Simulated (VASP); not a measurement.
Set up this calculation in VASP 6.6.1, as the native input.

* Task: single point
* Functional: PBEsol
* Potentials or basis: VASP PAW PBE potentials, release 64 (Pt)
* Cutoff: 520 eV
* k mesh: 20 × 20 × 20
* Occupations: gaussian, width 0.15 eV
* Spin: no spin polarisation
* Dipole correction: no
* Further INCAR settings: ALGO = Fast; EDIFF = 1e-06; NBANDS = 11

The structure of Pt lies in POSCAR:

```
Pt
1.0
   -1.7359920436      1.4434091149      1.6189588721
    1.3848925292     -1.6774754579      1.5019257007
    1.7359920436      1.6774754579     -1.8530252151
Pt
1
Direct
    0.0000000000      0.0000000000      0.0000000000
```

This cell differs from its parent crystal: engineering shear strain xz -0.2250, engineering shear strain yz -0.1500.

These files were run (other wordings do the same):

INCAR

```
SYSTEM = Pt
  ALGO = Fast
  EDIFF = 1E-6
  ENCUT = 520
  GGA = PS
  ISIF = 2
  ISMEAR = 0
  LASPH = .True.
  LCHARG = .False.
  LREAL = .False.
  LWAVE = .False.
  NBANDS = 11
  NELM = 80
  PREC = Accurate
  SIGMA = 0.15
```

KPOINTS

```
k-points
0
Gamma
  20 20 20
  0 0 0
```

Potentials or basis: VASP PAW PBE potentials, release 64 (Pt).

The run is started by

```console
$ cat potpaw_PBE.64/Pt/POTCAR > POTCAR
$ mpirun -np 1 vasp_std > vasp.out
```

It gave:

```json
{
 "Pressure": "29.0 GPa",
 "Band gap on the k mesh": "zero (bands 5 and 6 overlap by 4.09 eV)"
}
```

Caveat: the cell differs from its parent crystal (engineering shear strain xz -0.2250, engineering shear strain yz -0.1500); the cell stands under pressure; the PAW data sets were made with another functional, which shifts forces and pressure a little; spin-orbit coupling is left out, which moves the levels of the heavy elements.

Run time: 3.4 min on 1 thread of Intel(R) Xeon(R) 6975P-C (Granite Rapids), on a shared host, peak memory 0.72 GiB.
